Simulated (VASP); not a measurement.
## PbO2: relaxation of cell and atoms with PBE

Crystal: PbO2.

```xyz
3
Lattice="1.5873 0.9164 4.7991 -1.5873 0.9164 4.7991 0.0000 -1.8329 4.7991" Properties=species:S:1:pos:R:3 pbc="T T T"
Pb    0.0000    0.0000    0.0000
O     0.0000    0.0000    3.6281
O     0.0000    0.0000   10.7691
```

| Item | Value |
| --- | --- |
| Program | VASP 6.6.1 |
| Task | relaxation of cell and atoms |
| Functional | PBE |
| Potentials or basis | VASP PAW PBE potentials, release 64 (Pb_d, O) |
| Cutoff | 600 eV |
| k mesh | 12 × 12 × 12 |
| Occupations | gaussian, width 0.05 eV |
| Spin | no spin polarisation |
| Dipole correction | no |
| Further INCAR settings | ALGO = Normal; EDIFF = 1e-07; IBRION = 2; EDIFFG = -0.01; NSW = 80; ISIF = 3 |

* Relaxed volume: 14.97 Å³/atom
* Relaxed cell: a = 4.770 Å, b = 4.770 Å, c = 4.770 Å, α = 42.52°, β = 42.52°, γ = 42.52°
* Space group after relaxing (to 0.1 Å): R-3m (No. 166)
* Energy gained by relaxing: 169.4 meV/atom
* Ionic steps: 19
* Pressure after relaxing: 0.0 GPa
* Largest force after relaxing: 0.003 eV/Å
* Band gap on the k mesh: zero (bands 13 and 14 overlap by 0.03 eV)

Forces in eV/Å, atoms in the order of the input:
```
Pb   0.000  0.000  0.000
O    0.000  0.000 -0.003
O    0.000  0.000  0.003
```

The path:
```csv
step,energy change (eV),largest force (eV/Å),pressure (GPa),volume (Å³)
1,0.0000,0.0509,18.08,41.89
2,-0.2071,1.3572,-10.51,52.03
3,-0.3763,0.9617,-2.20,47.44
4,-0.4798,0.4121,-1.20,47.18
5,-0.5042,0.0329,-0.33,46.92
6,-0.5042,0.0136,-0.37,46.93
7,-0.5045,0.0424,0.16,46.68
8,-0.5045,0.0367,0.06,46.72
9,-0.5048,0.0293,0.04,46.64
10,-0.5055,0.0064,0.01,46.38
11,-0.5064,0.0397,-0.02,45.86
12,-0.5069,0.0306,-0.03,45.76
13,-0.5077,0.0037,-0.05,45.46
14,-0.5077,0.0472,-0.06,44.85
15,-0.5080,0.0210,-0.06,45.18
16,-0.5081,0.0192,0.02,45.05
17,-0.5081,0.0170,0.11,44.91
18,-0.5081,0.0171,-0.16,44.89
19,-0.5081,0.0030,0.00,44.90
```

Final structure:
```
Pb O
1.0
     1.72973    0.99866    4.33213
    -1.72973    0.99866    4.33213
     0.00000   -1.99733    4.33213
Pb O
1 2
Cartesian
  0.0000 0.0000 0.0000
  0.0000 0.0000 3.3027
  0.0000 0.0000 9.6937
```

Levels at points of the mesh, in eV from the Fermi level:
| k point | band 10 | band 11 | band 12 | band 13 | band 14 | band 15 | band 16 | band 17 |
| --- | --- | --- | --- | --- | --- | --- | --- | --- |
| (0.00, 0.00, 0.00) | -1.45 | -0.89 | -0.89 | -0.10 | -0.09 | 5.02 | 9.66 | 9.66 |
| (0.50, 0.00, 0.00) | -2.80 | -1.81 | -0.89 | -0.75 | 3.00 | 7.11 | 8.56 | 11.23 |
| (0.50, 0.50, 0.00) | -3.12 | -0.97 | -0.34 | -0.06 | 2.56 | 5.93 | 9.49 | 10.32 |
| (0.50, 0.50, 0.50) | -1.69 | -1.69 | -0.71 | -0.71 | 1.95 | 5.10 | 10.15 | 10.15 |

It took 34 min on 1 thread of Intel(R) Xeon(R) 6975P-C (Granite Rapids), with other jobs on the host, peak memory 0.4 GiB.

Caveat: semilocal functionals underestimate gaps, and a narrow one can read as zero; spin-orbit coupling is left out, which moves the levels of the heavy elements.
